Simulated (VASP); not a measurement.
Here is a VASP 6.6.1 calculation.

The input INCAR:

```
SYSTEM = In3Sb
ALGO = Normal
EDIFF = 1E-6
ENCUT = 520
GGA = PS
ISIF = 2
ISMEAR = -1
LASPH = .True.
LCHARG = .False.
LREAL = .False.
LWAVE = .False.
NBANDS = 30
NELM = 60
PREC = Accurate
SIGMA = 0.05
```

File KPOINTS:

```
k-points
0
Gamma
  6 6 6
  0 0 0
```

POSCAR

```
In3Sb
1.0
    4.9006135362      0.0000000000      0.0000000000
    0.0000000000      4.9006135362      0.0000000000
    0.0000000000      0.0000000000      4.9006135362
Sb In
1 3
Direct
    0.0000000000      0.0000000000      0.0000000000
    0.0000000000      0.5000000000      0.5000000000
    0.5000000000      0.0000000000      0.5000000000
    0.5000000000      0.5000000000      0.0000000000
```

Potentials or basis: VASP PAW PBE potentials, release 64 (Sb, In_d).

Run with:

```sh
$ cat potpaw_PBE.64/Sb/POTCAR potpaw_PBE.64/In_d/POTCAR > POTCAR
$ mpirun -np 1 vasp_std > vasp.out
```

(1) What does it give for the pressure?

(2) Predict the band gap on the k mesh.

Answers

(1) -3.8 GPa.

(2) zero (bands 22 and 23 overlap by 3.33 eV).

Caveat: the cell stands under tension; the PAW data sets were made with another functional, which shifts forces and pressure a little; spin-orbit coupling is left out, which moves the levels of the heavy elements.
